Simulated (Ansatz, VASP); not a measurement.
## Two plane-wave programs on Si

```xyz
2
Lattice="-2.3699 2.3710 1.3119 2.3710 -2.3699 1.3119 2.3705 2.3705 -1.3099" Properties=species:S:1:pos:R:3 pbc="T T T"
Si   -2.3699    2.3710    1.3119
Si    0.0005    2.3711    0.6570
```

Alike in both runs: task single point; functional PBE; k mesh 15 × 15 × 11; occupations fermi-dirac, width 0.1 eV; no spin polarisation.

|  | VASP | Ansatz |
| --- | --- | --- |
| version | VASP 6.6.1 | Ansatz 0.2.0 |
| potentials or method | VASP PAW PBE potentials, release 64 (Si), cutoff 520 eV | plane waves (420 eV) with PAW, scalar-relativistic |
| valence electrons in the cell | 8 | 8 |

|  | VASP | Ansatz | Ansatz less VASP |
| --- | --- | --- | --- |
| pressure (GPa) | 4.8 | 4.8 | +0.07 |
| traceless stress, the component that is largest in VASP (GPa) | -0.14 | -0.16 | -0.022 |

The functional is the same, so the differences come from potentials, cutoffs and numerics.
